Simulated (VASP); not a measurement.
Ge, 2 atoms in the cell. It takes space group Fd-3m (No. 227, cubic). Conventional cell: a = 5.695 Å, b = 5.695 Å, c = 5.695 Å, α = 90.00°, β = 90.00°, γ = 90.00°. Ge (site symmetry -43m) has 4 Ge at 2.47 Å within 3.3 Å.  This cell differs from its parent crystal: volume scaled by 1.02.

| Item | Value |
| --- | --- |
| Program | VASP 6.6.1 |
| Task | single point |
| Functional | LDA |
| Potentials or basis | VASP PAW LDA potentials, release 64 (Ge_d) |
| Cutoff | 520 eV |
| k mesh | 10 × 10 × 10 |
| Occupations | fermi-dirac, width 0.05 eV |
| Spin | no spin polarisation |
| Dipole correction | no |
| Further INCAR settings | ALGO = Normal; EDIFF = 1e-06; NBANDS = 21 |

Potentials or basis: VASP PAW LDA potentials, release 64 (Ge_d).

Run with:

```sh
$ cat potpaw_LDA.64/Ge_d/POTCAR > POTCAR
$ mpirun -np 1 vasp_std > vasp.out
```

Hardware: 1 thread of Intel(R) Xeon(R) 6975P-C (Granite Rapids), on a shared host.

Problem. How long does it take, and how much memory?

Solution. Run time: 17 s on 1 thread of Intel(R) Xeon(R) 6975P-C (Granite Rapids), with other jobs on the host, peak memory 0.16 GiB. Counts: scf iterations 11, k points 47.
